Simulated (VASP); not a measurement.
# Cu (Fm-3m) in VASP: notebook

The runs below take Cu through relaxation of cell and atoms, with LDA.

Everything below comes from runs of VASP 6.6.1. Logs are shortened: lines on timing, memory, paths and dates and some standing lists are left out, and cuts for length are marked.

## Step 1: The cell of the first run

Symmetry: Fm-3m, No. 225, cubic system. Conventional cell: a = 3.620 Å, b = 3.620 Å, c = 3.620 Å, α = 90.00°, β = 90.00°, γ = 90.00°. Cu (site symmetry m-3m) has 12 Cu at 2.56 Å within 3.4 Å.

## Step 2: Relaxation of cell and atoms, LDA, target pressure 15 GPa, at which the enthalpy is minimised

File INCAR:

```
SYSTEM = Cu
PREC = Accurate
ENCUT = 600
EDIFF = 1E-7
ISMEAR = 0
SIGMA = 0.1
LREAL = .FALSE.
LASPH = .TRUE.
NELM = 120
ALGO = Normal
ISIF = 3
LWAVE = .FALSE.
LCHARG = .FALSE.
GGA = CA
IBRION = 2
NSW = 80
EDIFFG = -0.03
PSTRESS = 150.0
GGA_COMPAT = .FALSE.
NELMIN = 4
```

File KPOINTS:

```
Automatic mesh
0
G
  11 11 11
  0 0 0
```

File POSCAR:

```
Cu
1.0
    0.0000000000      1.8100000000      1.8100000000
    1.8100000000      0.0000000000      1.8100000000
    1.8100000000      1.8100000000      0.0000000000
Cu
1
Direct
    0.0000000000      0.0000000000      0.0000000000
```

Potentials or basis: VASP PAW LDA potentials, release 64 (Cu).

Started as:

```
$ cat potpaw_LDA.64/Cu/POTCAR > POTCAR
$ mpirun -np 1 vasp_std > vasp.out
```

OUTCAR:

```text
SYSTEM = Cu
   PREC = Accurate
   ENCUT = 600
   EDIFF = 1E-7
   ISMEAR = 0
   LREAL = .FALSE.
   LASPH = .TRUE.
   NELM = 120
   ISIF = 3
   GGA = CA
   IBRION = 2
   NSW = 80
   EDIFFG = -0.03
   PSTRESS = 150.0
   NELMIN = 4

 ion  position               nearest neighbor table
   1  0.000  0.000  0.000-

  LATTYP: Found a face centered cubic cell.
 ALAT       =     3.6200000000

  Lattice vectors:

 A1 = (   0.0000000000,   1.8100000000,   1.8100000000)
 A2 = (   1.8100000000,   0.0000000000,   1.8100000000)
 A3 = (   1.8100000000,   1.8100000000,   0.0000000000)

Analysis of symmetry for initial positions (statically):
=====================================================================
 Subroutine PRICEL returns:
 Original cell was already a primitive cell.

 Routine SETGRP: Setting up the symmetry group for a
 face centered cubic supercell.

 Subroutine GETGRP returns: Found 48 space group operations
 (whereof 48 operations were pure point group operations)
 out of a pool of 48 trial point group operations.

The static configuration has the point symmetry O_h .

Analysis of symmetry for dynamics (positions and initial velocities):
=====================================================================
 Subroutine PRICEL returns:
 Original cell was already a primitive cell.

 Routine SETGRP: Setting up the symmetry group for a
 face centered cubic supercell.

 Subroutine GETGRP returns: Found 48 space group operations
 (whereof 48 operations were pure point group operations)
 out of a pool of 48 trial point group operations.

The dynamic configuration has the point symmetry O_h .

 Subroutine INISYM returns: Found 48 space group operations
 (whereof 48 operations are pure point group operations),
 and found     1 'primitive' translations

----------------------------------------------------------------------------------------

                                     Primitive cell

  volume of cell :      11.8595

  direct lattice vectors                    reciprocal lattice vectors
     0.000000000  1.810000000  1.810000000    -0.276243094  0.276243094  0.276243094
     1.810000000  0.000000000  1.810000000     0.276243094 -0.276243094  0.276243094
     1.810000000  1.810000000  0.000000000     0.276243094  0.276243094 -0.276243094

  length of vectors
     2.559726548  2.559726548  2.559726548     0.478467074  0.478467074  0.478467074

  position of ions in fractional coordinates (direct lattice)
     0.000000000  0.000000000  0.000000000

  ion indices of the primitive-cell ions
   primitive index   ion index
                 1           1

----------------------------------------------------------------------------------------

 KPOINTS: Automatic mesh

Automatic generation of k-mesh.
 Grid dimensions read from file:
 generate k-points for:   11   11   11

 Generating k-lattice:

  Cartesian coordinates                     Fractional coordinates (reciprocal lattice)
    -0.025113009  0.025113009  0.025113009     0.090909091  0.000000000  0.000000000
     0.025113009 -0.025113009  0.025113009     0.000000000  0.090909091  0.000000000
     0.025113009  0.025113009 -0.025113009     0.000000000  0.000000000  0.090909091

  Length of vectors
     0.043497007  0.043497007  0.043497007

  Shift w.r.t. Gamma in fractional coordinates (k-lattice)
     0.000000000  0.000000000  0.000000000

 Subroutine IBZKPT returns following result:
 ===========================================

 Found     56 irreducible k-points:

 Following reciprocal coordinates:
            Coordinates               Weight
  0.000000  0.000000  0.000000      1.000000
  0.090909  0.000000  0.000000      8.000000
  0.181818  0.000000  0.000000      8.000000
  0.272727  0.000000  0.000000      8.000000
  0.363636  0.000000  0.000000      8.000000
  0.454545  0.000000  0.000000      8.000000
[... 16 lines left out ...]
 -0.272727  0.181818  0.000000     24.000000
 -0.181818  0.181818  0.000000     12.000000
 [... further k-points ...]
   k-points           NKPTS =     56   k-points in BZ     NKDIM =     56   number of bands    NBANDS=      9
   number of dos      NEDOS =    301   number of ions     NIONS =      1
   total plane-waves  NPLWV =   8000
   dimension x,y,z NGX =    20 NGY =   20 NGZ =   20
   dimension x,y,z NGXF=    40 NGYF=   40 NGZF=   40
   ions per type =               1
   NGX,Y,Z   is equivalent  to a cutoff of  12.99, 12.99, 12.99 a.u.
   NGXF,Y,Z  is equivalent  to a cutoff of  25.98, 25.98, 25.98 a.u.
 SYSTEM =  Cu
   PREC   = accura    normal or accurate (medium, high low for compatibility)
   ISTART =      0    job   : 0-new  1-cont  2-samecut
   ICHARG =      2    charge: 1-file 2-atom 10-const
   ISPIN  =      1    spin polarized calculation?
   LNONCOLLINEAR =      F non collinear calculations
   LSORBIT =      F    spin-orbit coupling
   LASPH  =      T    aspherical Exc in radial PAW
   ENCUT  =  600.0 eV  44.10 Ry    6.64 a.u.   5.11  5.11  5.11*2*pi/ulx,y,z
   NELM   =    120;   NELMIN=  4; NELMDL= -5     # of ELM steps
   EDIFF  = 0.1E-06   stopping-criterion for ELM
   LREAL  =      F    real-space projection
   EDIFFG = -.3E-01   stopping-criterion for IOM
   NSW    =     80    number of steps for IOM
   IBRION =      2    ionic relax: 0-MD 1-quasi-New 2-CG
   NFREE  =      1    steps in history (QN), initial steepest desc. (CG)
   ISIF   =      3    stress and relaxation
   ISYM   =      2    0-nonsym 1-usesym 2-fastsym
   POTIM  = 0.5000    time-step for ionic-motion
   TEBEG  =    0.0;   TEEND  =   0.0 temperature during run
   PSTRESS=  150.0 pullay stress
   NELECT =      11.0000    total number of electrons
   NUPDOWN=      -1.0000    fix difference up-down
   EMIN   =  10.00;   EMAX   =-10.00  energy-range for DOS
   EFERMI =   0.00;   METHOD = LEGACY
   ISMEAR =     0;   SIGMA  =   0.10  broadening in eV -4-tet -1-fermi 0-gaus
   EFERMI_NEDOS =   21; number of points for ismear=-14 and -15
   IALGO  =     38    algorithm
   IMIX   =      4    mixing-type and parameters
     AMIX     =   0.40;   BMIX     =  1.00
     AMIX_MAG =   1.60;   BMIX_MAG =  1.00
  volume/ion in A,a.u.               =      11.86        80.03
  Fermi-wavevector in a.u.,A,eV,Ry     =   1.596555  3.017051 34.681075  2.548987
  Thomas-Fermi vector in A             =   2.694299
   LORBIT       =      0    0 simple, 1 ext, 2 COOP (PROOUT), +10 PAW based schemes
   GGA     = CA    functional components
   LHFCALC =     F    Hartree Fock is set to
   AEXX    =    0.0000 exact exchange contribution
   IVDW    =     0    specifies the selected vdW correction
   LEPSILON=     F    determine dielectric tensor
   LRPA    =     F    only Hartree local field effects (RPA)
 conjugate gradient relaxation of ions
 non-spin polarized calculation
 Gauss-broadening in eV      SIGMA  =   0.10
  energy-cutoff  :      600.00
  volume of cell :       11.86
 maximum number of plane-waves:       411
   NGX = 11   NGY = 11   NGZ = 11

--------------------------------------- Ionic step        1  -------------------------------------------

 number of electron      11.0000000 magnetization

 Free energy of the ion-electron system (eV)
  ---------------------------------------------------
  ext. energy  EPLUGINS =         0.00000000
  ---------------------------------------------------
  free energy    TOTEN  =        -4.67541344 eV

  energy without entropy =       -4.67478076  energy(sigma->0) =       -4.67509710

------------------------ aborting loop because EDIFF is reached ----------------------------------------

  FORCE on cell =-STRESS in cart. coord.  units (eV):
  Direction    XX          YY          ZZ          XY          YZ          ZX
  --------------------------------------------------------------------------------------
  -------------------------------------------------------------------------------------
  Total       -0.9227437     -0.9227437     -0.9227437      0.0000000      0.0000000      0.0000000
  in kB     -124.6596683   -124.6596683   -124.6596683      0.0000000      0.0000000      0.0000000
  external PRESSURE =    -274.6596683 kB  Pullay stress =     150.0000000 kB

 VOLUME and BASIS-vectors are now :
 -----------------------------------------------------------------------------
  energy-cutoff  :      600.00
  volume of cell :       11.86
      direct lattice vectors                 reciprocal lattice vectors
     0.000000000  1.810000000  1.810000000    -0.276243094  0.276243094  0.276243094
     1.810000000  0.000000000  1.810000000     0.276243094 -0.276243094  0.276243094
     1.810000000  1.810000000  0.000000000     0.276243094  0.276243094 -0.276243094
[... 7 lines left out ...]
  FREE ENERGIE OF THE ION-ELECTRON SYSTEM (eV)
  ---------------------------------------------------
  free  energy   TOTEN  =        -4.6754134410 eV

  energy  without entropy=       -4.6747807564  energy(sigma->0) =       -4.67509710

  enthalpy is  TOTEN    =        -3.5650979556 eV   P V=        1.1103154855

--------------------------------------- Ionic step        2  -------------------------------------------

 number of electron      11.0000003 magnetization

 E-fermi :  12.0025     XC(G=0): -14.9901

 val. band max:       11.9537556095   @ k =   0.4545   0.2727   0.0000
 cond. band min:      12.0467127265   @ k =   0.4545   0.3636   0.0000
 fundamental gap:      0.0929571170
 Fermi energy:        12.0025259096

 k-point     1 :       0.0000    0.0000    0.0000
  band No.  band energies     occupation
      1      -0.0665      2.00000
      2       7.6476      2.00000
      3       7.6476      2.00000
      4       7.6476      2.00000
      5       8.9891      2.00000
      6       8.9891      2.00000
      7      36.8313      0.00000
      8      41.8818      0.00000
      9      41.8818      0.00000

 k-point     2 :       0.0909    0.0000    0.0000
  band No.  band energies     occupation
      1       0.3082      2.00000
      2       7.5432      2.00000
      3       7.7332      2.00000
      4       7.7332      2.00000
      5       8.9540      2.00000
      6       8.9540      2.00000
      7      35.6201      0.00000
      8      38.9052      0.00000
      9      41.2060      0.00000
[... 329 lines left out ...]
  FREE ENERGIE OF THE ION-ELECTRON SYSTEM (eV)
  ---------------------------------------------------
  free  energy   TOTEN  =        -4.6882936166 eV

  energy  without entropy=       -4.6873607496  energy(sigma->0) =       -4.68782718

  enthalpy is  TOTEN    =        -3.7281790064 eV   P V=        0.9601146102

--------------------------------------- Ionic step        4  -------------------------------------------

 number of electron      10.9999997 magnetization

 Free energy of the ion-electron system (eV)
  ---------------------------------------------------
  ext. energy  EPLUGINS =         0.00000000
  ---------------------------------------------------
  free energy    TOTEN  =        -4.68461252 eV

  energy without entropy =       -4.68366399  energy(sigma->0) =       -4.68413826

 E-fermi :   9.3903     XC(G=0): -13.9742

 val. band max:        9.2989414543   @ k =   0.4545   0.2727   0.0000
 cond. band min:       9.4737876235   @ k =   0.4545   0.3636   0.0000
 fundamental gap:      0.1748461691
 Fermi energy:         9.3903330959

 k-point     1 :       0.0000    0.0000    0.0000
  band No.  band energies     occupation
      1      -1.2035      2.00000
      2       5.7435      2.00000
      3       5.7435      2.00000
      4       5.7435      2.00000
      5       6.7916      2.00000
      6       6.7916      2.00000
      7      33.1169      0.00000
      8      36.7728      0.00000
      9      36.7728      0.00000

 k-point     2 :       0.0909    0.0000    0.0000
  band No.  band energies     occupation
      1      -0.8706      2.00000
      2       5.6644      2.00000
      3       5.8112      2.00000
      4       5.8112      2.00000
      5       6.7657      2.00000
      6       6.7657      2.00000
      7      31.4200      0.00000
      8      34.3982      0.00000
      9      35.9962      0.00000
[... 286 lines left out ...]
 POSITION                                       TOTAL-FORCE (eV/Angst)
 -----------------------------------------------------------------------------------
      3.44414      3.44414      3.44414        -0.000000      0.000000     -0.000000
 -----------------------------------------------------------------------------------
    total drift:                                0.000000      0.000000      0.000000

  FREE ENERGIE OF THE ION-ELECTRON SYSTEM (eV)
  ---------------------------------------------------
  free  energy   TOTEN  =        -4.6846125223 eV

  energy  without entropy=       -4.6836639884  energy(sigma->0) =       -4.68413826

  enthalpy is  TOTEN    =        -3.7283795677 eV   P V=        0.9562329546

 reached required accuracy - stopping structural energy minimisation
```

Run time: 11 s. Hardware: 1 thread of Intel Xeon Platinum 8488C (Sapphire Rapids), shared host; peak memory 0.13 GiB.

What came out:

```
Free energy                                                : -4.6846 eV
Relaxed volume                                             : 10.21 Å³/atom
Relaxed cell                                               : a = 2.435 Å, b = 2.435 Å, c = 2.435 Å, α = 60.00°, β = 60.00°, γ = 60.00°
Space group after relaxing (to 0.1 Å)                      : Fm-3m (No. 225)
Energy change on relaxing (the run minimises the enthalpy) : -9.2 meV/atom
Ionic steps                                                : 4
Pressure after relaxing                                    : 14.7 GPa
Band gap on the k mesh                                     : zero (an odd number of electrons rules out a gap without spin polarisation)
```

The path:
| step | energy change (eV) | largest force (eV/Å) | pressure (GPa) | volume (Å³) |
| --- | --- | --- | --- | --- |
| 1 | 0.0000 | 0.0000 | -12.47 | 11.86 |
| 2 | 0.3731 | 0.0000 | 74.63 | 8.70 |
| 3 | -0.0129 | 0.0000 | 13.69 | 10.26 |
| 4 | -0.0092 | 0.0000 | 14.65 | 10.21 |

Final structure:
```
CELL_PARAMETERS angstrom
0.00000 1.72207 1.72207
1.72207 0.00000 1.72207
1.72207 1.72207 0.00000
ATOMIC_POSITIONS crystal
Cu 0.00000 0.00000 0.00000
```

Levels at points of the mesh, in eV from the Fermi level:
```
           k point  band 3  band 4  band 5  band 6  band 7  band 8  band 9
(0.00, 0.00, 0.00)   -3.65   -3.65   -2.60   -2.60   23.73   27.38   27.38
```

Caveat: the cell is relaxed towards a set pressure, so the run minimises the enthalpy, not the energy.

(Part 1 of 2 ends here.)

The gap in the log of VASP goes by the Fermi energy; the results here count the filled bands.